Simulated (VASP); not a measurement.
Set up this calculation in VASP 6.6.1, as the native input.

```yaml
Task: single point
Functional: PBE
Potentials_or_basis: VASP PAW PBE potentials, release 64 (Ge_d)
Cutoff: 520 eV
k_mesh: 6 × 6 × 4
Occupations: gaussian, width 0.1 eV
Spin: no spin polarisation
Dipole_correction: no
Further_INCAR_settings: ALGO = Normal; EDIFF = 1e-06; NBANDS = 28
```

The structure of Ge lies in POSCAR:

```
Ge
1.0
    4.3747582100      0.0000000000      0.0000000000
   -2.1873791000      3.7886517400      0.0000000000
    0.0000000000      0.0000000000      3.7712437600
Ge
3
Direct
    0.6987553900      0.7387688800      0.5000000000
    0.2612311200      0.9599865000      0.5000000000
    0.0400135000      0.3012446100      0.5000000000
```

The input as run:

INCAR

```
  ALGO = Normal
  EDIFF = 1E-6
  ENCUT = 520
  GGA = PE
  ISIF = 2
  ISMEAR = 0
  LASPH = True
  LCHARG = False
  LREAL = False
  LWAVE = False
  NBANDS = 28
  NELM = 80
  PREC = Accurate
  SIGMA = 0.1
```

KPOINTS

```
k-points
0
Gamma
  6 6 4
```

Potentials or basis: VASP PAW PBE potentials, release 64 (Ge_d).

Run with:

```console
$ cat potpaw_PBE.64/Ge_d/POTCAR > POTCAR
$ mpirun -np 1 vasp_std > vasp.out
```

Results of the run:

```json
{
 "Pressure": "32.1 GPa",
 "Largest force": "6.805 eV/Å",
 "Band gap on the k mesh": "zero (band 21 reaches 7.03 eV, above the bottom of band 22 at 3.18 eV)"
}
```

Caveat: the k points lie up to 0.42 Å⁻¹ apart; forces of over 1 eV/Å act on the atoms, so gaps and moduli don't describe the material at rest.

Run time: 43 s on 1 thread of AMD EPYC 9R45 (Zen 5), with other jobs on the host, peak memory 0.15 GiB.
